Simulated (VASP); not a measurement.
**SiC: single point with r2SCAN**

Crystal: SiC.

```
CELL_PARAMETERS angstrom
3.24252 0.00000 0.00000
0.00000 3.24252 0.00000
0.00000 0.00000 4.42048
ATOMIC_POSITIONS crystal
Si 0.00000 0.50000 0.26148
Si 0.50000 0.00000 0.73852
C 0.00000 0.00000 0.00000
C 0.50000 0.50000 0.00000
```

* Program: VASP 6.6.1
* Task: single point
* Functional: r2SCAN
* Potentials or basis: VASP PAW PBE potentials, release 64 (Si, C)
* Cutoff: 520 eV
* k mesh: 6 × 6 × 4
* Occupations: gaussian, width 0.1 eV
* Spin: no spin polarisation

The pressure is 0.0 GPa, the largest force is 0.029 eV/Å and the band gap on the k mesh is zero (band 8 reaches 9.74 eV, above the bottom of band 9 at 6.48 eV).

Forces in eV/Å, atoms in the order of the input:
```
Si   0.000  0.000 -0.029
Si   0.000  0.000  0.029
C    0.000  0.000  0.000
C    0.000  0.000  0.000
```

Stress tensor (GPa, compression positive):
```
 0.10  0.00  0.00
 0.00  0.10  0.00
 0.00  0.00 -0.20
```

Levels at points of the mesh, in eV from the Fermi level:
```csv
k point,band 4,band 5,band 6,band 7,band 8,band 9,band 10,band 11,band 12,band 13
"(0.00, 0.00, 0.00)",-6.59,-5.98,-5.98,-0.39,2.12,2.12,2.76,5.53,5.97,5.97
"(0.50, 0.00, 0.00)",-5.68,-3.13,-3.13,-2.99,-2.99,-1.13,-1.13,8.20,8.20,8.34
"(0.50, 0.50, 0.00)",-10.09,-4.17,-4.17,-0.94,-0.94,1.09,1.09,4.01,4.01,4.93
"(0.00, 0.00, 0.50)",-5.85,-5.85,-1.42,-0.90,1.53,1.53,1.65,3.61,4.53,4.53
"(0.50, 0.00, 0.50)",-7.73,-2.88,-2.88,-1.24,-1.24,0.72,0.72,6.30,6.30,6.50
"(0.50, 0.50, 0.50)",-9.88,-5.48,-5.48,-2.67,-2.67,4.89,4.89,4.94,4.94,8.86
```

It took 62 s on 1 thread of Intel(R) Xeon(R) Platinum 8488C (Sapphire Rapids), on a shared host, peak memory 0.16 GiB.

Caveat: the PAW data sets were made with another functional, which shifts forces and pressure a little.
